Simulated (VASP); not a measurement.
# Pd16Cl in VASP: single point with PBEsol

Aim: the single point of Pd16Cl with PBEsol.

Everything below comes from runs of VASP 6.6.1. Logs are shortened: lines on timing, memory, paths and dates and some standing lists are left out, and cuts for length are marked.

### 1 The cell of the first run

The cell holds a slab with vacuum, 17 atoms: a = 7.780 Å, b = 5.501 Å, c = 15.126 Å, α = 90.00°, β = 90.00°, γ = 90.00°.

### 2 Single point, PBEsol

INCAR

```
PREC     = Accurate       # precision mode
ENCUT    = 520            # plane-wave cutoff, eV
EDIFF    = 1E-7           # SCF threshold, eV
ISMEAR   = -1             # smearing method
SIGMA    = 0.05           # smearing width, eV
LREAL    = Auto         
LASPH    = T              # aspherical terms in the spheres
NELM     = 80             # most SCF steps
ALGO     = Normal         # electronic algorithm
ISIF     = 2              # what is computed and relaxed
LWAVE    = F              # write WAVECAR
LCHARG   = T              # write CHGCAR
GGA      = PS             # functional
LELF     = T              # ELF
LVHAR    = T            
NBANDS   = 98             # bands
```

KPOINTS

```
regular mesh
0
Gamma
  2 3 1
```

POSCAR

```
Pd16Cl
1.0
    7.7800000000      0.0000000000      0.0000000000
    0.0000000000      5.5012910000      0.0000000000
    0.0000000000      0.0000000000     15.1259680000
Pd Cl
16 1
Direct
    0.2500000000      0.2500000000      0.0661115000
    0.7500000000      0.2500000000      0.0661115000
    0.2500000000      0.7500000000      0.0661115000
    0.7500000000      0.7500000000      0.0661115000
   -0.0000561712      0.0003334699      0.1459881702
    0.5000664766     -0.0002441403      0.1509090713
   -0.0000712425      0.4997084545      0.1459916414
    0.5000573405      0.5003035316      0.1508599947
    0.2497720117      0.2499924412      0.2426646860
    0.7501270030      0.2500369900      0.2427425071
    0.2504339356      0.7500608219      0.2436883735
    0.7494236168      0.7500345927      0.2437722157
   -0.0000155612     -0.0003593080      0.3251089789
    0.4998101618     -0.0011484984      0.3308634322
    0.0000267898      0.5003874018      0.3251046590
    0.4997262475      0.5011204787      0.3307490186
    0.5028161600      0.2504952761      0.4530261409
```

Potentials or basis: VASP PAW PBE potentials, release 64 (Pd, Cl).

Started as:

```
$ cat potpaw_PBE.64/Pd/POTCAR potpaw_PBE.64/Cl/POTCAR > POTCAR
$ mpirun -np 1 vasp_std > vasp.out
```

OUTCAR:

```text
PREC = Accurate
   ENCUT = 520
   EDIFF = 1E-7
   ISMEAR = -1
   LREAL = Auto
   LASPH = T
   NELM = 80
   ISIF = 2
   GGA = PS

 ion  position               nearest neighbor table
   1  0.250  0.250  0.066-   5 2.67   9 2.67   7 2.67   8 2.71   6 2.71   3 2.75   3 2.75
   2  0.750  0.250  0.066-   5 2.67   7 2.67  10 2.67   8 2.71   6 2.71   4 2.75   4 2.75
   3  0.250  0.750  0.066-   7 2.67   5 2.67  11 2.69   8 2.70   6 2.71   1 2.75   1 2.75
   4  0.750  0.750  0.066-   7 2.67   5 2.67  12 2.69   8 2.70   6 2.70   2 2.75   2 2.75
   5  1.000  0.000  0.146-   2 2.67   1 2.67   4 2.67   3 2.67  13 2.71   7 2.75   7 2.75   9 2.79
                            10 2.79  11 2.81  12 2.81
   6  0.500  1.000  0.151-   4 2.70   3 2.71   2 2.71   1 2.71  14 2.72   8 2.75   8 2.75  10 2.76
                             9 2.76  12 2.76  11 2.76
   7  1.000  0.500  0.146-   2 2.67   1 2.67   4 2.67   3 2.67  15 2.71   5 2.75   5 2.75   9 2.79
                            10 2.79  11 2.81  12 2.81
   8  0.500  0.500  0.151-   4 2.70   3 2.70   2 2.71   1 2.71  16 2.72   6 2.75   6 2.75  10 2.76
                             9 2.76  12 2.76  11 2.76
   9  0.250  0.250  0.243-   1 2.67  15 2.69  13 2.69  16 2.73  14 2.73  11 2.75  11 2.75   6 2.76
                             8 2.76   5 2.79   7 2.79
  10  0.750  0.250  0.243-   2 2.67  13 2.69  15 2.69  16 2.73  14 2.73  12 2.75  12 2.75   6 2.76
                             8 2.76   7 2.79   5 2.79
  11  0.250  0.750  0.244-  15 2.68  13 2.68   3 2.69  16 2.72  14 2.72   9 2.75   9 2.75   6 2.76
                             8 2.76   5 2.81   7 2.81
  12  0.749  0.750  0.244-  13 2.68  15 2.68   4 2.69  16 2.72  14 2.72  10 2.75  10 2.75   6 2.76
                             8 2.76   7 2.81   5 2.81
  13  1.000  1.000  0.325-  11 2.68  12 2.68  10 2.69   9 2.69   5 2.71  15 2.75  15 2.75
  14  0.500  0.999  0.331-  17 2.31  11 2.72  12 2.72   6 2.72   9 2.73  10 2.73  16 2.74  16 2.76

  15  0.000  0.500  0.325-  11 2.68  12 2.68   9 2.69  10 2.69   7 2.71  13 2.75  13 2.75
  16  0.500  0.501  0.331-  17 2.31  11 2.72  12 2.72   8 2.72   9 2.73  10 2.73  14 2.74  14 2.76

  17  0.503  0.250  0.453-  16 2.31  14 2.31

  LATTYP: Found a simple orthorhombic cell.
 ALAT       =     5.5012910000
 B/A-ratio  =     1.4142135001
 C/A-ratio  =     2.7495306102

  Lattice vectors:

 A1 = (   0.0000000000,  -5.5012910000,   0.0000000000)
 A2 = (   7.7800000000,   0.0000000000,   0.0000000000)
 A3 = (   0.0000000000,   0.0000000000,  15.1259680000)

Analysis of symmetry for initial positions (statically):
=====================================================================
 Subroutine PRICEL returns:
 Original cell was already a primitive cell.

 Routine SETGRP: Setting up the symmetry group for a
 simple orthorhombic supercell.

 Subroutine GETGRP returns: Found  1 space group operations
 (whereof  1 operations were pure point group operations)
 out of a pool of  8 trial point group operations.

The static configuration has the point symmetry C_1 .

Analysis of symmetry for dynamics (positions and initial velocities):
=====================================================================
 Subroutine PRICEL returns:
 Original cell was already a primitive cell.

 Routine SETGRP: Setting up the symmetry group for a
 simple orthorhombic supercell.

 Subroutine GETGRP returns: Found  1 space group operations
 (whereof  1 operations were pure point group operations)
 out of a pool of  8 trial point group operations.

The dynamic configuration has the point symmetry C_1 .

 Subroutine INISYM returns: Found  1 space group operations
 (whereof  1 operations are pure point group operations),
 and found     1 'primitive' translations

----------------------------------------------------------------------------------------

                                     Primitive cell

  volume of cell :     647.3921

  direct lattice vectors                    reciprocal lattice vectors
     7.780000000  0.000000000  0.000000000     0.128534704  0.000000000  0.000000000
     0.000000000  5.501291000  0.000000000     0.000000000  0.181775514  0.000000000
     0.000000000  0.000000000 15.125968000     0.000000000  0.000000000  0.066111471

  length of vectors
     7.780000000  5.501291000 15.125968000     0.128534704  0.181775514  0.066111471

  position of ions in fractional coordinates (direct lattice)
     0.250000000  0.250000000  0.066111500
     0.750000000  0.250000000  0.066111500
     0.250000000  0.750000000  0.066111500
     0.750000000  0.750000000  0.066111500
     0.999943829  0.000333470  0.145988170
     0.500066477  0.999755860  0.150909071
[... 9 lines left out ...]
     0.499726247  0.501120479  0.330749019
     0.502816160  0.250495276  0.453026141

  ion indices of the primitive-cell ions
   primitive index   ion index
                 1           1
                 2           2
                 3           3
                 4           4
                 5           5
                 6           6
[... 9 lines left out ...]
                16          16
                17          17

----------------------------------------------------------------------------------------

 KPOINTS: regular mesh

Automatic generation of k-mesh.
 Grid dimensions read from file:
 generate k-points for:    2    3    1

 Generating k-lattice:

  Cartesian coordinates                     Fractional coordinates (reciprocal lattice)
     0.064267352  0.000000000  0.000000000     0.500000000  0.000000000  0.000000000
     0.000000000  0.060591838  0.000000000     0.000000000  0.333333333  0.000000000
     0.000000000  0.000000000  0.066111471     0.000000000  0.000000000  1.000000000

  Length of vectors
     0.064267352  0.060591838  0.066111471

  Shift w.r.t. Gamma in fractional coordinates (k-lattice)
     0.000000000  0.000000000  0.000000000

 Subroutine IBZKPT returns following result:
 ===========================================

 Found      4 irreducible k-points:

 Following reciprocal coordinates:
            Coordinates               Weight
  0.000000  0.000000  0.000000      1.000000
  0.500000  0.000000  0.000000      1.000000
  0.000000  0.333333  0.000000      2.000000
  0.500000  0.333333  0.000000      2.000000
   k-points           NKPTS =      4   k-points in BZ     NKDIM =      4   number of bands    NBANDS=     98
   number of dos      NEDOS =    301   number of ions     NIONS =     17
   total plane-waves  NPLWV = 282240
   dimension x,y,z NGX =    60 NGY =   42 NGZ =  112
   dimension x,y,z NGXF=   120 NGYF=   84 NGZF=  224
   ions per type =              16   1
   NGX,Y,Z   is equivalent  to a cutoff of  12.82, 12.69, 12.31 a.u.
   NGXF,Y,Z  is equivalent  to a cutoff of  25.64, 25.38, 24.62 a.u.
 SYSTEM =  unknown system
   PREC   = accura    normal or accurate (medium, high low for compatibility)
   ISTART =      0    job   : 0-new  1-cont  2-samecut
   ICHARG =      2    charge: 1-file 2-atom 10-const
   ISPIN  =      1    spin polarized calculation?
   LNONCOLLINEAR =      F non collinear calculations
   LSORBIT =      F    spin-orbit coupling
   LASPH  =      T    aspherical Exc in radial PAW
   ENCUT  =  520.0 eV  38.22 Ry    6.18 a.u.  14.47 10.23 28.12*2*pi/ulx,y,z
   NELM   =     80;   NELMIN=  2; NELMDL= -5     # of ELM steps
   EDIFF  = 0.1E-06   stopping-criterion for ELM
   LREAL  =      T    real-space projection
   EDIFFG = 0.1E-05   stopping-criterion for IOM
   NSW    =      0    number of steps for IOM
   IBRION =     -1    ionic relax: 0-MD 1-quasi-New 2-CG
   NFREE  =      0    steps in history (QN), initial steepest desc. (CG)
   ISIF   =      2    stress and relaxation
   ISYM   =      2    0-nonsym 1-usesym 2-fastsym
   POTIM  = 0.5000    time-step for ionic-motion
   TEBEG  =    0.0;   TEEND  =   0.0 temperature during run
   PSTRESS=    0.0 pullay stress
   NELECT =     167.0000    total number of electrons
   NUPDOWN=      -1.0000    fix difference up-down
   EMIN   =  10.00;   EMAX   =-10.00  energy-range for DOS
   EFERMI =   0.00;   METHOD = LEGACY
   ISMEAR =    -1;   SIGMA  =   0.05  broadening in eV -4-tet -1-fermi 0-gaus
   EFERMI_NEDOS =   21; number of points for ismear=-14 and -15
   IALGO  =     38    algorithm
   IMIX   =      4    mixing-type and parameters
     AMIX     =   0.40;   BMIX     =  1.00
     AMIX_MAG =   1.60;   BMIX_MAG =  1.00
  volume/ion in A,a.u.               =      38.08       256.99
  Fermi-wavevector in a.u.,A,eV,Ry     =   1.042136  1.969352 14.776581  1.086048
  Thomas-Fermi vector in A             =   2.176788
   LORBIT       =      0    0 simple, 1 ext, 2 COOP (PROOUT), +10 PAW based schemes
   GGA     = PS    functional components
   LHFCALC =     F    Hartree Fock is set to
   AEXX    =    0.0000 exact exchange contribution
   IVDW    =     0    specifies the selected vdW correction
   LEPSILON=     F    determine dielectric tensor
   LRPA    =     F    only Hartree local field effects (RPA)
 non-spin polarized calculation
  energy-cutoff  :      520.00
  volume of cell :      647.39
 maximum number of plane-waves:     17456
 NGX is ok and might be reduce to    60
   NGX = 29   NGY = 21   NGZ = 57

 number of electron     167.0000068 magnetization

 Free energy of the ion-electron system (eV)
  ---------------------------------------------------
  ext. energy  EPLUGINS =         0.00000000
  ---------------------------------------------------
  free energy    TOTEN  =       -88.58198517 eV

  energy without entropy =      -88.30635653  energy(sigma->0) =      -88.44417085

 E-fermi :   0.4880     XC(G=0):  -6.3249

 val. band max:        0.4848263868   @ k =   0.0000   0.0000   0.0000
 cond. band min:       0.5033323021   @ k =   0.0000   0.0000   0.0000
 fundamental gap:      0.0185059153
 Fermi energy:         0.4880290744

 k-point     1 :       0.0000    0.0000    0.0000
  band No.  band energies     occupation
      1     -14.9575      2.00000
      2      -5.7748      2.00000
      3      -5.0023      2.00000
      4      -4.4883      2.00000
      5      -4.4806      2.00000
      6      -4.4444      2.00000
[... 381 lines left out ...]
     94       3.7653      0.00000
     95       3.9927      0.00000
 [bands above 95 left out]

------------------------ aborting loop because EDIFF is reached ----------------------------------------

  FORCE on cell =-STRESS in cart. coord.  units (eV):
  Direction    XX          YY          ZZ          XY          YZ          ZX
  --------------------------------------------------------------------------------------
  -------------------------------------------------------------------------------------
  Total       -9.6902874    -14.8729541     -0.5538000     -0.0007474     -0.0125306      0.0066142
  in kB      -23.9816935    -36.8078480     -1.3705540     -0.0018497     -0.0310109      0.0163689
  external PRESSURE =     -20.7200318 kB  Pullay stress =       0.0000000 kB

 VOLUME and BASIS-vectors are now :
 -----------------------------------------------------------------------------
  energy-cutoff  :      520.00
  volume of cell :      647.39
      direct lattice vectors                 reciprocal lattice vectors
     7.780000000  0.000000000  0.000000000     0.128534704  0.000000000  0.000000000
     0.000000000  5.501291000  0.000000000     0.000000000  0.181775514  0.000000000
     0.000000000  0.000000000 15.125968000     0.000000000  0.000000000  0.066111471

 POSITION                                       TOTAL-FORCE (eV/Angst)
 -----------------------------------------------------------------------------------
      1.94500      1.37532      1.00000         0.032539      0.000032     -0.015687
      5.83500      1.37532      1.00000        -0.034908     -0.000222     -0.017281
      1.94500      4.12597      1.00000         0.080558      0.000911      0.066168
      5.83500      4.12597      1.00000        -0.078375      0.001163      0.063355
      7.77956      0.00183      2.20821         0.000031      0.002869      0.010423
      3.89052      5.49995      2.28265        -0.005823      0.004898     -0.010475
[... 9 lines left out ...]
      3.88787      2.75681      5.00290         0.001329     -0.017690      0.009267
      3.91191      1.37805      6.85246        -0.002802     -0.005951     -0.029214
 -----------------------------------------------------------------------------------
    total drift:                               -0.002453     -0.002422      0.004190

  FREE ENERGIE OF THE ION-ELECTRON SYSTEM (eV)
  ---------------------------------------------------
  free  energy   TOTEN  =       -88.5819851688 eV

  energy  without entropy=      -88.3063565283  energy(sigma->0) =      -88.44417085
```

Wall time 27 min (1 thread of Intel Xeon 8259CL, shared host); peak memory 0.64 GiB.

Results:

```
Free energy            : -88.5820 eV
Largest force          : 0.104 eV/Å
Band gap on the k mesh : zero (an odd number of electrons rules out a gap without spin polarisation)
```

Forces in eV/Å, atoms in the order of the input:
```
Pd   0.033  0.000 -0.016
Pd  -0.035  0.000 -0.017
Pd   0.081  0.001  0.066
Pd  -0.078  0.001  0.063
Pd   0.000  0.003  0.010
Pd  -0.006  0.005 -0.010
Pd   0.002 -0.003  0.010
Pd  -0.005 -0.006 -0.008
Pd  -0.008  0.001 -0.004
Pd   0.011 -0.001 -0.007
Pd  -0.009 -0.002 -0.004
Pd   0.018 -0.001 -0.008
Pd   0.001 -0.002 -0.034
Pd  -0.001  0.024  0.012
Pd  -0.001  0.003 -0.034
Pd   0.001 -0.018  0.009
Cl  -0.003 -0.006 -0.029
```

Caveat: the k points lie up to 0.40 Å⁻¹ apart, too coarse for converged energies and pressures of a metal; there is no dipole correction, which matters where the two faces differ; the PAW data sets were made with another functional, which shifts forces and pressure a little; an odd number of electrons without spin polarisation forces a metal; a magnetic or distorted state may lie lower.
